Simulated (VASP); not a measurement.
GeSe: single point with PBE

The system is GeSe.

```
Ge Se
1.0
    10.82000    0.00000    0.00000
     0.00000    3.85000    0.00000
     0.00000    0.00000    4.44400
Ge Se
4 4
Direct
  0.11999 0.25000 0.11528
  0.88001 0.75000 0.88472
  0.38001 0.75000 0.61528
  0.61999 0.25000 0.38472
  0.85422 0.25000 0.49872
  0.14578 0.75000 0.50128
  0.64578 0.75000 0.99872
  0.35422 0.25000 0.00128
```

This cell differs from its parent crystal: z stretched by +1 %, then relaxed in part.

| Property | Result |
| --- | --- |
| Program | VASP 6.6.1 |
| Task | single point |
| Functional | PBE |
| Potentials or basis | VASP PAW PBE potentials, release 64 (Ge_d, Se) |
| Cutoff | 500 eV |
| k mesh | 4 × 11 × 10 |
| Occupations | fermi-dirac, width 0.02 eV |
| Spin | no spin polarisation |

The pressure is 1.5 GPa and the largest force is 0.025 eV/Å. The band gap on the k mesh is 0.78 eV (least direct gap 0.91 eV).

Forces in eV/Å, atoms in the order of the input:
```
Ge  -0.024  0.000 -0.009
Ge   0.024  0.000  0.009
Ge   0.024  0.000 -0.009
Ge  -0.024  0.000  0.009
Se   0.015  0.000 -0.006
Se  -0.015  0.000  0.006
Se  -0.015  0.000 -0.006
Se   0.015  0.000  0.006
```

Stress tensor (GPa, compression positive):
```
1.75 0.00 0.00
0.00 1.53 0.00
0.00 0.00 1.23
```

Levels at points of the mesh, in eV from the valence-band top:
| k point | band 38 | band 39 | band 40 | band 41 | band 42 | band 43 |
| --- | --- | --- | --- | --- | --- | --- |
| (0.00, 0.00, 0.00) | -0.94 | -0.85 | -0.13 | 0.78 | 2.65 | 2.72 |
| (0.50, 0.00, 0.00) | -1.61 | -0.41 | -0.41 | 2.36 | 2.36 | 2.50 |
| (0.00, 0.00, 0.50) | -0.97 | -0.34 | -0.34 | 1.26 | 1.26 | 2.03 |
| (0.50, 0.00, 0.50) | -0.56 | -0.47 | -0.47 | 1.31 | 1.31 | 2.05 |

Run time: 18 min on 1 thread of Oxide Virtual Turin-like Processor, with other jobs on the host, peak memory 0.71 GiB.

Caveat: the cell differs from its parent crystal (z stretched by +1 %, then relaxed in part). A k mesh can miss the band edges.
